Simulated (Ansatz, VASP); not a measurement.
**One calculation of BaTiO3, two programs**

```
Ba Ti O
1.0
     3.93232    0.00000    0.00000
     0.00000    3.93232    0.00000
     0.00000    0.00000    4.07186
Ba Ti O
1 1 3
Cartesian
  1.9662 1.9662 2.3720
  0.0000 0.0000 0.4060
  0.0000 1.9662 0.2586
  1.9662 0.0000 0.2586
  0.0000 0.0000 2.2425
```

Change from the starting cell: hydrostatic strain -1.0%.

Alike in both runs: task single point; functional r2SCAN; k mesh 6 × 6 × 6; non-collinear spin, spin-orbit coupling.

|  | VASP | Ansatz |
| --- | --- | --- |
| version | VASP 6.6.1 | Ansatz 0.2.0 |
| potentials or method | VASP PAW PBE potentials, release 64 (Ba_sv, Ti_sv, O) | plane waves, PAW |
| plane-wave cutoff (eV) | 520 | 500 |
| occupations | gaussian, width 0.01 eV | fixed |
| valence electrons in the cell | 40 | 40 |

Ansatz gave:

- pressure (GPa): 4.7
- traceless stress, the component that is largest in VASP (GPa): -1.42
- rms of the force components (eV/Å): 0.000

**Question.** Which values does VASP return?

**Answer.** Pressure (GPa): 6.8; traceless stress, the component that is largest in VASP (GPa): -1.39; rms of the force components (eV/Å): 0.053.

VASP's potentials were made for PBE, not for r2SCAN. Atom by atom the forces differ by 0.053 eV/Å (rms over components).
